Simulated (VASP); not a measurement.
# Sr (P6_3/mmc) in VASP: notebook

Runs on Sr. Level: PBE. Tasks: single point.

Program: VASP 6.6.1. These are calculated values, not measurements. Logs are shortened: lines on timing, memory, paths and dates and some standing lists are left out, and cuts for length are marked.

### 1 The cell of the first run

It takes space group P6_3/mmc (No. 194, hexagonal). Conventional cell: a = 3.432 Å, b = 3.432 Å, c = 11.239 Å, α = 90.00°, β = 90.00°, γ = 120.00°. Sr (site symmetry -3m) has 12 Sr at 3.43 to 3.44 Å within 4.5 Å. Sr (site symmetry -6m2) has 12 Sr at 3.43 to 3.44 Å within 4.5 Å.

This isn't the form of Sr at room conditions, which is fcc.

### 2 Single point, PBE

File INCAR:

```
  PREC = Accurate
  ENCUT = 520
  EDIFF = 1E-6
  ISMEAR = -1
  SIGMA = 0.08
  LREAL = False
  LASPH = True
  NELM = 80
  ALGO = Normal
  ISIF = 2
  LWAVE = False
  LCHARG = False
  GGA = PE
  NBANDS = 28
```

File KPOINTS:

```
Automatic mesh
0
Gamma
  9 9 3
```

File POSCAR:

```
Sr
1.0
    3.4321882608      0.0000000000      0.0000000000
   -1.7160941304      2.9723622244      0.0000000000
    0.0000000000      0.0000000000     11.2388603119
Sr
4
Direct
    0.0000000000      0.0000000000      0.0000000000
    0.0000000000      0.0000000000      0.5000000000
    0.3333333333      0.6666666667      0.2500000000
    0.6666666667      0.3333333333      0.7500000000
```

Potentials or basis: VASP PAW PBE potentials, release 64 (Sr_sv).

Launch:

```
cat potpaw_PBE.64/Sr_sv/POTCAR > POTCAR
mpirun -np 1 vasp_std > vasp.out
```

OUTCAR:

```text
PREC = Accurate
   ENCUT = 520
   EDIFF = 1E-6
   ISMEAR = -1
   LREAL = False
   LASPH = True
   NELM = 80
   ISIF = 2
   GGA = PE

 ion  position               nearest neighbor table
   1  0.000  0.000  0.000-   3 3.44   4 3.44   3 3.44   4 3.44   4 3.44   3 3.44   4 4.86   3 4.86
                             3 4.86   4 4.86   3 4.86   4 4.86
   2  0.000  0.000  0.500-   3 3.44   4 3.44   3 3.44   4 3.44   4 3.44   3 3.44   4 4.86   3 4.86
                             3 4.86   4 4.86   3 4.86   4 4.86
   3  0.333  0.667  0.250-   1 3.44   2 3.44   1 3.44   2 3.44   1 3.44   2 3.44   1 4.86   2 4.86
                             1 4.86   2 4.86   1 4.86   2 4.86
   4  0.667  0.333  0.750-   1 3.44   2 3.44   1 3.44   2 3.44   1 3.44   2 3.44   1 4.86   2 4.86
                             1 4.86   2 4.86   1 4.86   2 4.86

  LATTYP: Found a hexagonal cell.
 ALAT       =     3.4321882608
 C/A-ratio  =     3.2745465743

  Lattice vectors:

 A1 = (   3.4321882608,   0.0000000000,   0.0000000000)
 A2 = (  -1.7160941304,   2.9723622244,   0.0000000000)
 A3 = (   0.0000000000,   0.0000000000,  11.2388603119)

Analysis of symmetry for initial positions (statically):
=====================================================================
 Subroutine PRICEL returns:
 Original cell was already a primitive cell.

 Routine SETGRP: Setting up the symmetry group for a
 hexagonal supercell.

 Subroutine GETGRP returns: Found 24 space group operations
 (whereof 12 operations were pure point group operations)
 out of a pool of 24 trial point group operations.

The static configuration has the point symmetry D_3d.
 The point group associated with its full space group is D_6h.

Analysis of symmetry for dynamics (positions and initial velocities):
=====================================================================
 Subroutine PRICEL returns:
 Original cell was already a primitive cell.

 Routine SETGRP: Setting up the symmetry group for a
 hexagonal supercell.

 Subroutine GETGRP returns: Found 24 space group operations
 (whereof 12 operations were pure point group operations)
 out of a pool of 24 trial point group operations.

The dynamic configuration has the point symmetry D_3d.
 The point group associated with its full space group is D_6h.

 Subroutine INISYM returns: Found 24 space group operations
 (whereof 12 operations are pure point group operations),
 and found     1 'primitive' translations

----------------------------------------------------------------------------------------

                                     Primitive cell

  volume of cell :     114.6556

  direct lattice vectors                    reciprocal lattice vectors
     3.432188261  0.000000000  0.000000000     0.291359309  0.168216375  0.000000000
    -1.716094130  2.972362224  0.000000000     0.000000000  0.336432751  0.000000000
     0.000000000  0.000000000 11.238860312     0.000000000  0.000000000  0.088976993

  length of vectors
     3.432188261  3.432188261 11.238860312     0.336432751  0.336432751  0.088976993

  position of ions in fractional coordinates (direct lattice)
     0.000000000  0.000000000  0.000000000
     0.000000000  0.000000000  0.500000000
     0.333333333  0.666666667  0.250000000
     0.666666667  0.333333333  0.750000000

  ion indices of the primitive-cell ions
   primitive index   ion index
                 1           1
                 2           2
                 3           3
                 4           4

----------------------------------------------------------------------------------------

 KPOINTS: Automatic mesh

Automatic generation of k-mesh.
 Grid dimensions read from file:
 generate k-points for:    9    9    3

 Generating k-lattice:

  Cartesian coordinates                     Fractional coordinates (reciprocal lattice)
     0.032373257  0.018690708  0.000000000     0.111111111  0.000000000  0.000000000
     0.000000000  0.037381417  0.000000000     0.000000000  0.111111111  0.000000000
     0.000000000  0.000000000  0.029658998     0.000000000  0.000000000  0.333333333

  Length of vectors
     0.037381417  0.037381417  0.029658998

  Shift w.r.t. Gamma in fractional coordinates (k-lattice)
     0.000000000  0.000000000  0.000000000

 Subroutine IBZKPT returns following result:
 ===========================================

 Found     24 irreducible k-points:

 Following reciprocal coordinates:
            Coordinates               Weight
  0.000000  0.000000  0.000000      1.000000
  0.111111  0.000000  0.000000      6.000000
  0.222222  0.000000  0.000000      6.000000
  0.333333  0.000000  0.000000      6.000000
  0.444444  0.000000  0.000000      6.000000
  0.111111  0.111111  0.000000      6.000000
[... 16 lines left out ...]
  0.333333  0.222222  0.333333     24.000000
  0.333333  0.333333  0.333333      4.000000
   k-points           NKPTS =     24   k-points in BZ     NKDIM =     24   number of bands    NBANDS=     28
   number of dos      NEDOS =    301   number of ions     NIONS =      4
   total plane-waves  NPLWV =  65856
   dimension x,y,z NGX =    28 NGY =   28 NGZ =   84
   dimension x,y,z NGXF=    56 NGYF=   56 NGZF=  168
   ions per type =               4
   NGX,Y,Z   is equivalent  to a cutoff of  13.56, 13.56, 12.43 a.u.
   NGXF,Y,Z  is equivalent  to a cutoff of  27.12, 27.12, 24.85 a.u.
 SYSTEM =  unknown system
   PREC   = accura    normal or accurate (medium, high low for compatibility)
   ISTART =      0    job   : 0-new  1-cont  2-samecut
   ICHARG =      2    charge: 1-file 2-atom 10-const
   ISPIN  =      1    spin polarized calculation?
   LNONCOLLINEAR =      F non collinear calculations
   LSORBIT =      F    spin-orbit coupling
   LASPH  =      T    aspherical Exc in radial PAW
   ENCUT  =  520.0 eV  38.22 Ry    6.18 a.u.   6.38  6.38 20.90*2*pi/ulx,y,z
   NELM   =     80;   NELMIN=  2; NELMDL= -5     # of ELM steps
   EDIFF  = 0.1E-05   stopping-criterion for ELM
   LREAL  =      F    real-space projection
   EDIFFG = 0.1E-04   stopping-criterion for IOM
   NSW    =      0    number of steps for IOM
   IBRION =     -1    ionic relax: 0-MD 1-quasi-New 2-CG
   NFREE  =      0    steps in history (QN), initial steepest desc. (CG)
   ISIF   =      2    stress and relaxation
   ISYM   =      2    0-nonsym 1-usesym 2-fastsym
   POTIM  = 0.5000    time-step for ionic-motion
   TEBEG  =    0.0;   TEEND  =   0.0 temperature during run
   PSTRESS=    0.0 pullay stress
   NELECT =      40.0000    total number of electrons
   NUPDOWN=      -1.0000    fix difference up-down
   EMIN   =  10.00;   EMAX   =-10.00  energy-range for DOS
   EFERMI =   0.00;   METHOD = LEGACY
   ISMEAR =    -1;   SIGMA  =   0.08  broadening in eV -4-tet -1-fermi 0-gaus
   EFERMI_NEDOS =   21; number of points for ismear=-14 and -15
   IALGO  =     38    algorithm
   IMIX   =      4    mixing-type and parameters
     AMIX     =   0.40;   BMIX     =  1.00
     AMIX_MAG =   1.60;   BMIX_MAG =  1.00
  volume/ion in A,a.u.               =      28.66       193.43
  Fermi-wavevector in a.u.,A,eV,Ry     =   1.152470  2.177853 18.071096  1.328188
  Thomas-Fermi vector in A             =   2.289121
   LORBIT       =      0    0 simple, 1 ext, 2 COOP (PROOUT), +10 PAW based schemes
   GGA     = PE    functional components
   LHFCALC =     F    Hartree Fock is set to
   AEXX    =    0.0000 exact exchange contribution
   IVDW    =     0    specifies the selected vdW correction
   LEPSILON=     F    determine dielectric tensor
   LRPA    =     F    only Hartree local field effects (RPA)
 non-spin polarized calculation
  energy-cutoff  :      520.00
  volume of cell :      114.66
 maximum number of plane-waves:      3111
 NGX is ok and might be reduce to    28
   NGX = 13   NGY = 13   NGZ = 41

 number of electron      40.0000000 magnetization

 Free energy of the ion-electron system (eV)
  ---------------------------------------------------
  ext. energy  EPLUGINS =         0.00000000
  ---------------------------------------------------
  free energy    TOTEN  =        -2.28951168 eV

  energy without entropy =       -2.20102415  energy(sigma->0) =       -2.24526791

 E-fermi :   4.3427     XC(G=0):  -9.6550

 val. band max:        4.3411287384   @ k =   0.3333   0.2222   0.0000
 cond. band min:       4.3729271787   @ k =   0.3333   0.1111   0.3333
 fundamental gap:      0.0317984403
 Fermi energy:         4.3426560664

 k-point     1 :       0.0000    0.0000    0.0000
  band No.  band energies     occupation
      1     -31.3184      2.00000
      2     -31.2228      2.00000
      3     -31.1904      2.00000
      4     -31.0912      2.00000
      5     -14.1535      2.00000
      6     -13.4606      2.00000
[... 20 lines left out ...]
     27       7.2695      0.00000
     28       7.3650      0.00000

 k-point     2 :       0.1111    0.0000    0.0000
  band No.  band energies     occupation
      1     -31.2953      2.00000
      2     -31.2053      2.00000
      3     -31.1728      2.00000
      4     -31.0796      2.00000
      5     -14.0950      2.00000
      6     -13.4755      2.00000
[... 20 lines left out ...]
     27       7.4525      0.00000
     28       7.5239      0.00000

 k-point     3 :       0.2222    0.0000    0.0000
  band No.  band energies     occupation
      1     -31.2344      2.00000
      2     -31.1603      2.00000
      3     -31.1279      2.00000
      4     -31.0517      2.00000
      5     -13.9359      2.00000
      6     -13.5970      2.00000
[... 20 lines left out ...]
     27       7.4319      0.00000
     28       7.8108      0.00000

 k-point     4 :       0.3333    0.0000    0.0000
  band No.  band energies     occupation
      1     -31.1590      2.00000
      2     -31.1085      2.00000
      3     -31.0761      2.00000
      4     -31.0247      2.00000
      5     -13.8916      2.00000
      6     -13.8835      2.00000
[... 578 lines left out ...]
     27       6.4933      0.00000
     28       6.7056      0.00000

 k-point    23 :       0.3333    0.2222    0.3333
  band No.  band energies     occupation
      1     -31.0705      2.00000
      2     -31.0636      2.00000
      3     -31.0225      2.00000
      4     -31.0157      2.00000
      5     -13.9200      2.00000
      6     -13.9097      2.00000
[... 20 lines left out ...]
     27       6.4284      0.00000
     28       6.6790      0.00000

 k-point    24 :       0.3333    0.3333    0.3333
  band No.  band energies     occupation
      1     -31.0502      2.00000
      2     -31.0501      2.00000
      3     -31.0178      2.00000
      4     -31.0178      2.00000
      5     -13.8042      2.00000
      6     -13.8042      2.00000
[... 20 lines left out ...]
     27       6.2261      0.00000
     28       6.3173      0.00000

------------------------ aborting loop because EDIFF is reached ----------------------------------------

  FORCE on cell =-STRESS in cart. coord.  units (eV):
  Direction    XX          YY          ZZ          XY          YZ          ZX
  --------------------------------------------------------------------------------------
  -------------------------------------------------------------------------------------
  Total       14.1975783     14.1975783     14.1084237      0.0000000     -0.0000000      0.0000000
  in kB      198.3945539    198.3945539    197.1487232      0.0000000     -0.0000000      0.0000000
  external PRESSURE =     197.9792770 kB  Pullay stress =       0.0000000 kB

 VOLUME and BASIS-vectors are now :
 -----------------------------------------------------------------------------
  energy-cutoff  :      520.00
  volume of cell :      114.66
      direct lattice vectors                 reciprocal lattice vectors
     3.432188261  0.000000000  0.000000000     0.291359309  0.168216375  0.000000000
    -1.716094130  2.972362224  0.000000000     0.000000000  0.336432751  0.000000000
     0.000000000  0.000000000 11.238860312     0.000000000  0.000000000  0.088976993

 POSITION                                       TOTAL-FORCE (eV/Angst)
 -----------------------------------------------------------------------------------
      0.00000      0.00000      0.00000        -0.000000      0.000000     -0.000000
      0.00000      0.00000      5.61943        -0.000000      0.000000     -0.000000
     -0.00000      1.98157      2.80972         0.000000     -0.000000      0.000000
      1.71609      0.99079      8.42915         0.000000      0.000000     -0.000000
 -----------------------------------------------------------------------------------
    total drift:                                0.000000     -0.000000      0.000000

  FREE ENERGIE OF THE ION-ELECTRON SYSTEM (eV)
  ---------------------------------------------------
  free  energy   TOTEN  =        -2.2895116751 eV

  energy  without entropy=       -2.2010241518  energy(sigma->0) =       -2.24526791
```

Run time: 2 min. Hardware: 1 thread of Intel Xeon 8259CL, shared host; peak memory 0.23 GiB.

What came out:

* Free energy: -2.2895 eV
* Pressure: 19.8 GPa
* Band gap on the k mesh: zero (bands 20 and 21 overlap by 0.57 eV)

Stress tensor (GPa, compression positive):
```
19.84  0.00  0.00
 0.00 19.84  0.00
 0.00  0.00 19.71
```

Caveat: the cell stands under pressure.

### 3 Single point, PBE (28.66 Å³/atom)

File INCAR:

```
SYSTEM = Sr
ALGO     = Normal         ! electronic algorithm
EDIFF    = 1E-6           ! SCF threshold, eV
ENCUT    = 520            ! plane-wave cutoff, eV
GGA      = PE             ! functional
ISIF     = 2              ! what is computed and relaxed
ISMEAR   = -1             ! smearing method
LASPH    = .True.         ! aspherical terms in the spheres
LCHARG   = .False.        ! write CHGCAR
LREAL    = .False.        ! projectors in reciprocal space
LWAVE    = .False.        ! write WAVECAR
NBANDS   = 28             ! bands
NELM     = 100            ! most SCF steps
PREC     = Accurate       ! precision mode
SIGMA    = 0.08           ! smearing width, eV
```

File KPOINTS:

```
k-points
0
Gamma
  9 9 3
  0 0 0
```

POSCAR is that of step 2.

Potentials or basis: VASP PAW PBE potentials, release 64 (Sr_sv).

Launch:

```
cat potpaw_PBE.64/Sr_sv/POTCAR > POTCAR
mpirun -np 1 vasp_std > vasp.out
```

Run time: 2.4 min. Hardware: 1 thread of Intel Xeon 8259CL, shared host; peak memory 0.23 GiB.

The run converged. Its results:

```yaml
Free_energy: -2.2895 eV
Pressure: 19.8 GPa
Band_gap_on_the_k_mesh: zero (bands 20 and 21 overlap by 0.57 eV)
```

Stress tensor (GPa, compression positive):
```
19.84  0.00  0.00
 0.00 19.84  0.00
 0.00  0.00 19.71
```

Levels at points of the mesh, in eV from the Fermi level:
| k point | band 18 | band 19 | band 20 | band 21 | band 22 | band 23 |
| --- | --- | --- | --- | --- | --- | --- |
| (0.00, 0.00, 0.00) | -2.43 | -2.41 | -1.45 | 1.70 | 1.75 | 2.23 |

Caveat: the cell stands under pressure.

The gap in the log of VASP goes by the Fermi energy; the results here count the filled bands.